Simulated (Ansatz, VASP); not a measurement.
One calculation of P, two programs

```
P
1.0
    -1.69151    2.51517    1.85894
     1.69151   -2.51517    1.85894
     1.69151    2.51517   -1.85894
P
2
Direct
  0.72262 0.97262 0.75000
  0.19669 0.94669 0.25000
```

Alike in both runs: task single point; functional PBEsol; k mesh 18 × 18 × 18; occupations gaussian, width 0.15 eV; no spin polarisation.

|  | VASP | Ansatz |
| --- | --- | --- |
| version | VASP 6.6.1 | Ansatz 0.2.0 |
| potentials or method | VASP PAW PBE potentials, release 64 (P), cutoff 520 eV | scalar-relativistic, plane waves, PAW |
| valence electrons in the cell | 10 | 10 |

```csv
,VASP,Ansatz,Ansatz less VASP
gap on the k mesh at the Fermi level (eV),none,none,-
pressure (GPa),-9.5,-9.5,-0.10
"traceless stress, the component that is largest in VASP (GPa)",5.16,5.17,+0.009
rms of the force components (eV/Å),0.318,0.310,-0.0077
```

VASP's potentials were made for PBE, not for PBEsol. Atom by atom the forces differ by 0.008 eV/Å (rms over components). A gap of «none» marks a metal or a gap that the smearing closes.
